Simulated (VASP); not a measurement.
Runs of VASP 6.6.1 on Co. The structure is that of space group P6_3/mmc (No. 194), or close to it. The cells are those of the table. 

| cell | k mesh | gap on the mesh (eV) | pressure (GPa) | moment (μB) |
| --- | --- | --- | --- | --- |
| a = 2.450, b = 2.450, c = 4.009 Å, angles 90.0, 90.0, 120.0°, 2 atoms | 24 × 24 × 14 | none | -2.0 | 3.15 |
| a = 2.431, b = 2.431, c = 3.991 Å, angles 90.0, 90.0, 120.0°, 2 atoms | 21 × 21 × 10 | none | 2.8 | 3.11 |
| a = 2.480, b = 2.480, c = 3.946 Å, angles 90.0, 90.0, 120.0°, 2 atoms | 21 × 21 × 10 | none | (c) | 3.12 |
| a = 2.431, b = 2.431, c = 3.992 Å, angles 90.0, 90.0, 120.0°, 2 atoms | 21 × 21 × 10 | none | 2.7 | 3.11 |
| a = 2.456, b = 2.456, c = 3.970 Å, angles 90.0, 90.0, 120.0°, 2 atoms | 24 × 24 × 14 | none | -0.9 | (b) |
| a = 2.456, b = 2.456, c = 3.968 Å, angles 90.0, 90.0, 120.0°, 2 atoms | 21 × 21 × 10 | none | -0.9 | 3.11 |
| a = 2.407, b = 2.407, c = 4.016 Å, angles 90.0, 90.0, 120.0°, 2 atoms | 21 × 21 × 10 | none | 7.0 | 3.10 |
| a = 2.530, b = 2.530, c = 4.089 Å, angles 90.0, 90.0, 120.0°, 2 atoms | 24 × 24 × 14 | none | (d) | (a) |

Alike in all rows: task single point; level PBEsol; potentials or basis VASP PAW PBE potentials, release 64 (Co); spin collinear, ferromagnetic start; cutoff (eV) 520; smearing gaussian 0.1 eV.

Fill in the values left out.

(a) 3.27; (b) 3.14; (c) -4.2; (d) -18.0.

Caveats: the PAW data sets were made with another functional, which shifts forces and pressure a little; the cell stands under tension (at least some runs); the cell stands under pressure (at least some runs).

A gap of «none» marks levels without a gap at the run's occupations.
